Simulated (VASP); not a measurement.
Ge2Sb2Te5, 9 atoms in the cell. Symmetry: P-3m1, No. 164, trigonal system. Conventional cell: a = 4.346 Å, b = 4.346 Å, c = 20.192 Å, α = 90.00°, β = 90.00°, γ = 120.00°. Ge (site symmetry 3m) has 6 Te at 2.97 to 3.53 Å within 3.9 Å. Sb (site symmetry 3m) has 6 Te at 3.18 to 3.38 Å and 6 Sb at 4.35 Å within 4.4 Å. Te (site symmetry -3m) has 6 Sb at 3.38 Å and 6 Te at 4.35 Å within 4.4 Å. Within 4.4 Å of Te (site symmetry 3m) lie 3 Sb at 3.18 Å and 3 Ge at 3.53 Å and 6 Te at 4.35 Å. Te (site symmetry 3m) has 3 Ge at 2.97 Å within 3.9 Å. 

```yaml
Program: VASP 6.6.1
Task: single point
Functional: PBE
Potentials_or_basis: VASP PAW PBE potentials, release 64 (Ge_d, Sb, Te)
Cutoff: 520 eV
k_mesh: 12 × 12 × 2
Occupations: gaussian, width 0.03 eV
Spin: no spin polarisation
Dipole_correction: no
Further_INCAR_settings: ALGO = Normal; EDIFF = 1e-06; NBANDS = 44
```

Potentials or basis: VASP PAW PBE potentials, release 64 (Ge_d, Sb, Te).

Command:

```bash
$ cat potpaw_PBE.64/Ge_d/POTCAR potpaw_PBE.64/Sb/POTCAR potpaw_PBE.64/Te/POTCAR > POTCAR
$ mpirun -np 1 vasp_std > vasp.out
```

Hardware: 1 thread of Intel Xeon 8259CL, on a shared host.

Question: How long does it take, and how much memory?

Answer: Wall time 18 min on 1 thread of Intel Xeon 8259CL (shared host), peak memory 0.74 GiB. Counts: scf iterations 17, k points 38.
